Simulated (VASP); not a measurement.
# LiH (I4/mmm) in VASP: notebook

The runs below take LiH through single point, with PBE.

All numbers are computed with VASP 6.6.1; they aren't measurements. Logs are shortened: lines on timing, memory, paths and dates and some standing lists are left out, and cuts for length are marked.

### Step 1. The cell of the first run

Symmetry: I4/mmm, No. 139, tetragonal system. Conventional cell: a = 2.903 Å, b = 2.903 Å, c = 4.065 Å, α = 90.00°, β = 90.00°, γ = 90.00°. Li (site symmetry 4/mmm) has 6 H at 2.03 to 2.05 Å within 2.7 Å. H (site symmetry 4/mmm) has 6 Li at 2.03 to 2.05 Å within 2.7 Å.

### Step 2. Single point, PBE (strain +0.0100 x Voigt [1, 1, 0, 0, 0, 0])

INCAR

```
PREC = Accurate
ENCUT = 520
EDIFF = 1E-7
ISMEAR = 0
SIGMA = 0.05
LREAL = False
LASPH = True
NELM = 80
ALGO = Normal
ISIF = 2
LWAVE = False
LCHARG = False
GGA = PE
NBANDS = 9
```

KPOINTS

```
regular mesh
0
Gamma
  10 10 10
```

POSCAR

```
LiH
1.0
    0.0000000000      2.0528250000      2.0325000000
    2.0528250000      0.0000000000      2.0325000000
    2.0528250000      2.0528250000      0.0000000000
Li H
1 1
Direct
    0.0000000000      0.0000000000      0.0000000000
    0.5000000000      0.5000000000      0.5000000000
```

Potentials or basis: VASP PAW PBE potentials, release 64 (Li_sv, H).

Started as:

```console
$ cat potpaw_PBE.64/Li_sv/POTCAR potpaw_PBE.64/H/POTCAR > POTCAR
$ mpirun -np 1 vasp_std > vasp.out
```

OUTCAR:

```text
PREC = Accurate
   ENCUT = 520
   EDIFF = 1E-7
   ISMEAR = 0
   LREAL = False
   LASPH = True
   NELM = 80
   ISIF = 2
   GGA = PE

 ion  position               nearest neighbor table
   1  0.000  0.000  0.000-
   2  0.500  0.500  0.500-

  LATTYP: Found a body centered tetragonal cell.
 ALAT       =     2.9031329562
 C/A-ratio  =     1.4002114479

  Lattice vectors:

 A1 = (   0.0000000000,  -2.0528250000,  -2.0325000000)
 A2 = (   0.0000000000,   2.0528250000,  -2.0325000000)
 A3 = (   2.0528250000,   0.0000000000,   2.0325000000)

Analysis of symmetry for initial positions (statically):
=====================================================================
 Subroutine PRICEL returns:
 Original cell was already a primitive cell.

 Routine SETGRP: Setting up the symmetry group for a
 body centered tetragonal supercell.

 Subroutine GETGRP returns: Found 16 space group operations
 (whereof 16 operations were pure point group operations)
 out of a pool of 16 trial point group operations.

The static configuration has the point symmetry D_4h.

Analysis of symmetry for dynamics (positions and initial velocities):
=====================================================================
 Subroutine PRICEL returns:
 Original cell was already a primitive cell.

 Routine SETGRP: Setting up the symmetry group for a
 body centered tetragonal supercell.

 Subroutine GETGRP returns: Found 16 space group operations
 (whereof 16 operations were pure point group operations)
 out of a pool of 16 trial point group operations.

The dynamic configuration has the point symmetry D_4h.

 Subroutine INISYM returns: Found 16 space group operations
 (whereof 16 operations are pure point group operations),
 and found     1 'primitive' translations

----------------------------------------------------------------------------------------

                                     Primitive cell

  volume of cell :      17.1303

  direct lattice vectors                    reciprocal lattice vectors
     0.000000000  2.052825000  2.032500000    -0.243566792  0.243566792  0.246002460
     2.052825000  0.000000000  2.032500000     0.243566792 -0.243566792  0.246002460
     2.052825000  2.052825000  0.000000000     0.243566792  0.243566792 -0.246002460

  length of vectors
     2.888796762  2.888796762  2.903132956     0.423280964  0.423280964  0.423280964

  position of ions in fractional coordinates (direct lattice)
     0.000000000  0.000000000  0.000000000
     0.500000000  0.500000000  0.500000000

  ion indices of the primitive-cell ions
   primitive index   ion index
                 1           1
                 2           2

----------------------------------------------------------------------------------------

 KPOINTS: regular mesh

Automatic generation of k-mesh.
 Grid dimensions read from file:
 generate k-points for:   10   10   10

 Generating k-lattice:

  Cartesian coordinates                     Fractional coordinates (reciprocal lattice)
    -0.024356679  0.024356679  0.024600246     0.100000000  0.000000000  0.000000000
     0.024356679 -0.024356679  0.024600246     0.000000000  0.100000000  0.000000000
     0.024356679  0.024356679 -0.024600246    -0.000000000 -0.000000000  0.100000000

  Length of vectors
     0.042328096  0.042328096  0.042328096

  Shift w.r.t. Gamma in fractional coordinates (k-lattice)
     0.000000000  0.000000000  0.000000000

 Subroutine IBZKPT returns following result:
 ===========================================

 Found    102 irreducible k-points:

 Following reciprocal coordinates:
            Coordinates               Weight
  0.000000  0.000000  0.000000      1.000000
  0.100000 -0.000000  0.000000      8.000000
  0.200000 -0.000000  0.000000      8.000000
  0.300000  0.000000  0.000000      8.000000
  0.400000  0.000000  0.000000      8.000000
  0.500000  0.000000  0.000000      4.000000
[... 16 lines left out ...]
  0.300000  0.300000  0.000000      2.000000
  0.400000  0.300000  0.000000      8.000000
 [... further k-points ...]
   k-points           NKPTS =    102   k-points in BZ     NKDIM =    102   number of bands    NBANDS=      9
   number of dos      NEDOS =    301   number of ions     NIONS =      2
   total plane-waves  NPLWV =  13824
   dimension x,y,z NGX =    24 NGY =   24 NGZ =   24
   dimension x,y,z NGXF=    48 NGYF=   48 NGZF=   48
   ions per type =               1   1
   NGX,Y,Z   is equivalent  to a cutoff of  13.81, 13.81, 13.74 a.u.
   NGXF,Y,Z  is equivalent  to a cutoff of  27.62, 27.62, 27.49 a.u.
 SYSTEM =  unknown system
   PREC   = accura    normal or accurate (medium, high low for compatibility)
   ISTART =      0    job   : 0-new  1-cont  2-samecut
   ICHARG =      2    charge: 1-file 2-atom 10-const
   ISPIN  =      1    spin polarized calculation?
   LNONCOLLINEAR =      F non collinear calculations
   LSORBIT =      F    spin-orbit coupling
   LASPH  =      T    aspherical Exc in radial PAW
   ENCUT  =  520.0 eV  38.22 Ry    6.18 a.u.   5.37  5.37  5.40*2*pi/ulx,y,z
   NELM   =     80;   NELMIN=  2; NELMDL= -5     # of ELM steps
   EDIFF  = 0.1E-06   stopping-criterion for ELM
   LREAL  =      F    real-space projection
   EDIFFG = 0.1E-05   stopping-criterion for IOM
   NSW    =      0    number of steps for IOM
   IBRION =     -1    ionic relax: 0-MD 1-quasi-New 2-CG
   NFREE  =      0    steps in history (QN), initial steepest desc. (CG)
   ISIF   =      2    stress and relaxation
   ISYM   =      2    0-nonsym 1-usesym 2-fastsym
   POTIM  = 0.5000    time-step for ionic-motion
   TEBEG  =    0.0;   TEEND  =   0.0 temperature during run
   PSTRESS=    0.0 pullay stress
   NELECT =       4.0000    total number of electrons
   NUPDOWN=      -1.0000    fix difference up-down
   EMIN   =  10.00;   EMAX   =-10.00  energy-range for DOS
   EFERMI =   0.00;   METHOD = LEGACY
   ISMEAR =     0;   SIGMA  =   0.05  broadening in eV -4-tet -1-fermi 0-gaus
   EFERMI_NEDOS =   21; number of points for ismear=-14 and -15
   IALGO  =     38    algorithm
   IMIX   =      4    mixing-type and parameters
     AMIX     =   0.40;   BMIX     =  1.00
     AMIX_MAG =   1.60;   BMIX_MAG =  1.00
  volume/ion in A,a.u.               =       8.57        57.80
  Fermi-wavevector in a.u.,A,eV,Ry     =   1.008107  1.905046 13.827329  1.016280
  Thomas-Fermi vector in A             =   2.140954
   LORBIT       =      0    0 simple, 1 ext, 2 COOP (PROOUT), +10 PAW based schemes
   GGA     = PE    functional components
   LHFCALC =     F    Hartree Fock is set to
   AEXX    =    0.0000 exact exchange contribution
   IVDW    =     0    specifies the selected vdW correction
   LEPSILON=     F    determine dielectric tensor
   LRPA    =     F    only Hartree local field effects (RPA)
 non-spin polarized calculation
 Gauss-broadening in eV      SIGMA  =   0.05
  energy-cutoff  :      520.00
  volume of cell :       17.13
 maximum number of plane-waves:       479
 NGX is ok and might be reduce to    24
   NGX = 11   NGY = 11   NGZ = 11

 number of electron       4.0000003 magnetization

 Free energy of the ion-electron system (eV)
  ---------------------------------------------------
  ext. energy  EPLUGINS =         0.00000000
  ---------------------------------------------------
  free energy    TOTEN  =        -6.11988521 eV

  energy without entropy =       -6.11988521  energy(sigma->0) =       -6.11988521

 E-fermi :   0.1438     XC(G=0):  -8.3144

 val. band max:       -0.1396083063   @ k =   0.5000   0.5000   0.0000
 cond. band min:       2.7901450166   @ k =   0.5000   0.0000   0.5000
 fundamental gap:      2.9297533229
 Fermi energy:         0.1438234487

 k-point     1 :       0.0000    0.0000    0.0000
  band No.  band energies     occupation
      1     -44.5440      2.00000
      2      -5.3878      2.00000
      3      15.1144      0.00000
      4      17.0269      0.00000
      5      17.1094      0.00000
      6      17.1094      0.00000
      7      21.6677      0.00000
      8      21.6677      0.00000
      9      21.7226      0.00000

 k-point     2 :       0.1000   -0.0000    0.0000
  band No.  band energies     occupation
      1     -44.5406      2.00000
      2      -5.2159      2.00000
      3      13.8079      0.00000
      4      16.0647      0.00000
      5      16.7087      0.00000
      6      16.7244      0.00000
      7      21.1232      0.00000
      8      22.4712      0.00000
      9      22.4897      0.00000

 k-point     3 :       0.2000   -0.0000    0.0000
  band No.  band energies     occupation
      1     -44.5315      2.00000
      2      -4.7108      2.00000
      3      10.7669      0.00000
      4      14.8093      0.00000
      5      16.0991      0.00000
      6      16.1473      0.00000
      7      21.8906      0.00000
      8      22.1021      0.00000
      9      22.4286      0.00000

 k-point     4 :       0.3000    0.0000    0.0000
  band No.  band energies     occupation
      1     -44.5202      2.00000
      2      -3.9321      2.00000
      3       7.7627      0.00000
      4      13.8134      0.00000
      5      15.7071      0.00000
      6      15.8157      0.00000
      7      20.1355      0.00000
      8      20.4204      0.00000
      9      23.3650      0.00000
[... 205 lines left out ...]
 k-point    22 :      -0.2000    0.2000    0.0000
  band No.  band energies     occupation
      1     -44.5165      2.00000
      2      -3.6117      2.00000
      3       9.1278      0.00000
      4       9.1494      0.00000
      5      15.1989      0.00000
      6      16.1460      0.00000
      7      20.8662      0.00000
      8      22.8820      0.00000
      9      24.5185      0.00000

 k-point    23 :       0.3000    0.3000    0.0000
  band No.  band energies     occupation
      1     -44.5120      2.00000
      2      -3.2087      2.00000
      3       8.2208      0.00000
      4      11.6128      0.00000
      5      11.6128      0.00000
      6      14.7669      0.00000
      7      16.4827      0.00000
      8      27.2719      0.00000
      9      29.5486      0.00000

 k-point    24 :       0.4000    0.3000    0.0000
  band No.  band energies     occupation
      1     -44.5048      2.00000
      2      -2.3432      2.00000
      3       6.4183      0.00000
      4       9.9420      0.00000
      5      11.1805      0.00000
      6      15.4249      0.00000
      7      16.5821      0.00000
      8      28.2835      0.00000
      9      28.6346      0.00000

 [... further k-points ...]

------------------------ aborting loop because EDIFF is reached ----------------------------------------

  FORCE on cell =-STRESS in cart. coord.  units (eV):
  Direction    XX          YY          ZZ          XY          YZ          ZX
  --------------------------------------------------------------------------------------
  -------------------------------------------------------------------------------------
  Total       -0.2614457     -0.2614457     -0.2027776      0.0000000     -0.0000000     -0.0000000
  in kB      -24.4527454    -24.4527454    -18.9655842      0.0000000     -0.0000000     -0.0000000
  external PRESSURE =     -22.6236917 kB  Pullay stress =       0.0000000 kB

 VOLUME and BASIS-vectors are now :
 -----------------------------------------------------------------------------
  energy-cutoff  :      520.00
  volume of cell :       17.13
      direct lattice vectors                 reciprocal lattice vectors
     0.000000000  2.052825000  2.032500000    -0.243566792  0.243566792  0.246002460
     2.052825000  0.000000000  2.032500000     0.243566792 -0.243566792  0.246002460
     2.052825000  2.052825000  0.000000000     0.243566792  0.243566792 -0.246002460

 POSITION                                       TOTAL-FORCE (eV/Angst)
 -----------------------------------------------------------------------------------
      0.00000      0.00000      0.00000         0.000000      0.000000     -0.000000
      2.05282      2.05282      2.03250        -0.000000     -0.000000      0.000000
 -----------------------------------------------------------------------------------
    total drift:                                0.000000     -0.000000     -0.000000

  FREE ENERGIE OF THE ION-ELECTRON SYSTEM (eV)
  ---------------------------------------------------
  free  energy   TOTEN  =        -6.1198852059 eV

  energy  without entropy=       -6.1198852059  energy(sigma->0) =       -6.11988521
```

Wall time 5.6 s (1 thread of Intel Xeon 6975P-C (Granite Rapids), shared host); peak memory 0.13 GiB.

Results:

* Free energy: -6.1199 eV
* Band gap on the k mesh: 2.93 eV (least direct gap 3.00 eV)

Levels at points of the mesh, in eV from the valence-band top:
| k point | band 1 | band 2 | band 3 | band 4 | band 5 | band 6 | band 7 |
| --- | --- | --- | --- | --- | --- | --- | --- |
| (0.00, 0.00, 0.00) | -44.40 | -5.25 | 15.25 | 17.17 | 17.25 | 17.25 | 21.81 |
| (0.50, 0.00, 0.00) | -44.37 | -2.50 | 4.73 | 13.08 | 15.80 | 16.00 | 18.32 |
| (0.50, 0.50, 0.00) | -44.36 | 0.00 | 3.06 | 10.36 | 10.36 | 13.46 | 16.33 |
| (0.50, 0.00, 0.50) | -44.36 | -0.07 | 2.93 | 10.48 | 10.56 | 13.61 | 16.40 |

Caveat: the cell differs from its parent crystal (strain +0.0100 x Voigt [1, 1, 0, 0, 0, 0]); the cutoff is under 1.25 times the usual one of these potentials, so pressure, stress and relaxed cells hold a basis-set (Pulay) error. A k mesh can miss the band edges.

### Step 3. Single point, PBE (strain +0.0300 x Voigt [1, 1, 0, 0, 0, 0])

INCAR

```
SYSTEM = LiH
ALGO = Normal ; EDIFF = 1E-7
ENCUT = 520 ; GGA = PE
ISIF = 2 ; ISMEAR = 0
LASPH = .True. ; LCHARG = .False.
LREAL = .False. ; LWAVE = .False.
NBANDS = 9 ; NELM = 100
PREC = Accurate ; SIGMA = 0.05
```

KPOINTS

```
k-points
0
Gamma
  10 10 10
  0 0 0
```

POSCAR

```
LiH
1.0
    0.0000000000      2.0934750000      2.0325000000
    2.0934750000      0.0000000000      2.0325000000
    2.0934750000      2.0934750000      0.0000000000
Li H
1 1
Direct
    0.0000000000      0.0000000000      0.0000000000
    0.5000000000      0.5000000000      0.5000000000
```

Potentials or basis: VASP PAW PBE potentials, release 64 (Li_sv, H).

Started as:

```console
$ cat potpaw_PBE.64/Li_sv/POTCAR potpaw_PBE.64/H/POTCAR > POTCAR
$ mpirun -np 1 vasp_std > vasp.out
```

Wall time 5.6 s (1 thread of Intel Xeon 6975P-C (Granite Rapids), shared host); peak memory 0.14 GiB.

Results (log left out):

* Free energy: -6.1074 eV
* Band gap on the k mesh: 2.78 eV (least direct gap 3.00 eV)

Levels at points of the mesh, in eV from the valence-band top:
```
           k point  band 1  band 2  band 3  band 4  band 5
(0.00, 0.00, 0.00)  -44.54   -5.20   14.67   16.59   16.83
(0.50, 0.00, 0.00)  -44.51   -2.49    4.55   12.63   15.20
(0.50, 0.50, 0.00)  -44.50    0.00    3.16    9.90    9.90
(0.50, 0.00, 0.50)  -44.50   -0.21    2.78   10.22   10.47
```

Caveat: the cell differs from its parent crystal (strain +0.0300 x Voigt [1, 1, 0, 0, 0, 0]); the cutoff is under 1.25 times the usual one of these potentials, so pressure, stress and relaxed cells hold a basis-set (Pulay) error. A k mesh can miss the band edges.

[end of part 1 of 2]
